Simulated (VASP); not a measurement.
Input of a VASP 6.6.1 run:

Contents of INCAR:

```
  PREC = Accurate
  ENCUT = 600
  EDIFF = 1E-6
  ISMEAR = -1
  SIGMA = 0.08
  LREAL = False
  LASPH = True
  NELM = 60
  ALGO = Normal
  ISIF = 3
  LWAVE = False
  LCHARG = False
  GGA = PS
  IBRION = 2
  NSW = 100
  EDIFFG = -0.002
```

The input KPOINTS:

```
regular mesh
0
Gamma
  16 16 16
```

POSCAR

```
MgS
1.0
    0.0000000000      2.6016500000      2.6016500000
    2.6016500000      0.0000000000      2.6016500000
    2.6016500000      2.6016500000      0.0000000000
Mg S
1 1
Direct
    0.0000000000      0.0000000000      0.0000000000
    0.5000000000      0.5000000000      0.5000000000
```

Potentials or basis: VASP PAW PBE potentials, release 64 (Mg, S).

Run with:

```sh
$ cat potpaw_PBE.64/Mg/POTCAR potpaw_PBE.64/S/POTCAR > POTCAR
$ mpirun -np 1 vasp_std > vasp.out
```

(1) What does it give for the relaxed cell?

(2) Estimate the band gap on the k mesh.

Results:

(1) a = 3.662 Å, b = 3.662 Å, c = 3.662 Å, α = 60.00°, β = 60.00°, γ = 60.00°.

(2) 2.73 eV, indirect (least direct gap 3.71 eV).
